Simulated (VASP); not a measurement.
Runs of VASP 6.6.1 on S. The structure is that of space group Pmmm (No. 47), or close to it. The cells are those of the table. 

```csv
task,cell,k mesh,cutoff (eV),gap on the mesh (eV),pressure (GPa),relaxed volume (Å³/atom)
single point,"a = 2.679, b = 2.950, c = 3.768 Å, 1 atom",6 × 6 × 4,520,none,-12.6,-
single point,"a = 2.219, b = 2.596, c = 3.783 Å, 1 atom",6 × 6 × 4,520,none,-0.1,-
relaxation of cell and atoms,"relaxed from a = 2.219, b = 2.596, c = 3.783 Å, 1 atom",24 × 22 × 14,600,none,0.0,(a)
relaxation of cell and atoms,"relaxed from a = 2.679, b = 2.950, c = 3.768 Å, 1 atom",6 × 6 × 4,600,none,0.1,21.53
```

Alike in all rows: level PBE; potentials or basis VASP PAW PBE potentials, release 64 (S); no spin polarisation; smearing gaussian 0.1 eV.

**Question.** Fill in the values left out.

**Answer.** (a) 24.51.

Caveats: some runs use coarse meshes; the volume moved by over 15 % at a fixed basis, so the end points are rough (some runs).

A gap of «none» marks levels without a gap at the run's occupations.
